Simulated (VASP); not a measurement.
Input of a VASP 6.6.1 run:

File INCAR:

```
ALGO     = Fast           # electronic algorithm
EDIFF    = 1E-6           # SCF threshold, eV
ENCUT    = 520            # plane-wave cutoff, eV
GGA      = PE             # functional
ISIF     = 2              # what is computed and relaxed
ISMEAR   = 0              # smearing method
LASPH    = True           # aspherical terms in the spheres
LCHARG   = False          # write CHGCAR
LREAL    = False          # projectors in reciprocal space
LWAVE    = False          # write WAVECAR
NBANDS   = 45             # bands
NELM     = 80             # most SCF steps
PREC     = Accurate       # precision mode
SIGMA    = 0.1            # smearing width, eV
```

KPOINTS

```
k-points
0
Gamma
  18 18 3
```

Contents of POSCAR:

```
Cd
1.0
    3.0188060490      0.0000000000      0.0000000000
   -1.5094030245      2.6143627276      0.0000000000
    0.0000000000      0.0000000000     17.4607595093
Cd
6
Direct
    0.0000000000      0.0000000000      0.0000000000
    0.3333333333      0.6666666667      0.1661700668
    0.0000000000      0.0000000000      0.3330645576
    0.6666666667      0.3333333333      0.5000000000
    0.0000000000      0.0000000000      0.6669354424
    0.3333333333      0.6666666667      0.8338299332
```

Potentials or basis: VASP PAW PBE potentials, release 64 (Cd).

Run with:

```sh
$ cat potpaw_PBE.64/Cd/POTCAR > POTCAR
$ mpirun -np 1 vasp_std > vasp.out
```

(1) What does it give for the band gap on the k mesh?

(2) Predict the pressure.

## Answers

(1) zero (bands 36 and 37 overlap by 4.47 eV).

(2) 0.3 GPa.
